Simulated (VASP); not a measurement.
Set up this calculation in VASP 6.6.1, as the native input.

| Item | Value |
| --- | --- |
| Task | single point |
| Functional | LDA |
| Potentials or basis | VASP PAW LDA potentials, release 64 (Ba_sv, Ti_sv, O) |
| Cutoff | 600 eV |
| k mesh | 7 × 7 × 4 |
| Occupations | fermi-dirac, width 0.05 eV |
| Spin | no spin polarisation |
| Hubbard terms | Ti d U = 1.0 eV |
| Dipole correction | no |
| Further INCAR settings | ALGO = Normal; EDIFF = 1e-06; NBANDS = 51 |

The structure of BaTiO3 lies in POSCAR:

```
BaTiO3
1.0
    3.9437474290     -0.0016925761      0.0017503820
   -0.0016925761      3.9440993843     -0.0017597200
    0.0035007639     -0.0035194399      7.8887054529
Ba Ti O
2 2 6
Direct
    0.5039104081      0.4960429790      0.2520031939
    0.5039139294      0.4960388240      0.7520033078
    0.0110706938      0.9888032738      0.0056582976
    1.0111048983      0.9887923181      0.5056580533
    0.4926762270      1.0038898620      0.9980407006
    0.4926499669      1.0038845569      0.4980417596
    0.9961714692      0.5074227820      0.9980433771
    0.9961492043      0.5074082971      0.4980446039
    0.9961791775      0.0038599208      0.2462539780
   -0.0038259744      0.0038571962      0.7462527183
```

One way to write it, as run:

INCAR

```
SYSTEM = BaTiO3
ALGO = Normal ; EDIFF = 1E-6
ENCUT = 600 ; GGA = CA
GGA_COMPAT = .False. ; ISIF = 2
ISMEAR = -1 ; KPAR = 4
LASPH = .True. ; LCHARG = .True.
LDAU = .True. ; LDAUJ = 0 0 0
LDAUL = -1 2 -1 ; LDAUPRINT = 1
LDAUTYPE = 2 ; LDAUU = 0 1 0
LMAXMIX = 4 ; LREAL = .False.
LVHAR = .True. ; LWAVE = .False.
NBANDS = 51 ; NELM = 200
PREC = Accurate ; SIGMA = 0.05
```

KPOINTS

```
k-points
0
Gamma
  7 7 4
  0 0 0
```

Potentials or basis: VASP PAW LDA potentials, release 64 (Ba_sv, Ti_sv, O).

Launch:

```sh
$ cat potpaw_LDA.64/Ba_sv/POTCAR potpaw_LDA.64/Ti_sv/POTCAR potpaw_LDA.64/O/POTCAR > POTCAR
$ mpirun -np 4 vasp_std > vasp.out
```

It gave:

```yaml
Pressure: 2.9 GPa
Largest_force: 0.175 eV/Å
Band_gap_on_the_k_mesh: 2.13 eV
```

Caveat: spin-orbit coupling is left out, which moves the levels of the heavy elements.

It took 2.9 min on 4 MPI ranks on Intel(R) Xeon(R) Platinum 8488C (Sapphire Rapids), with other jobs on the host, peak memory 0.65 GiB a rank.
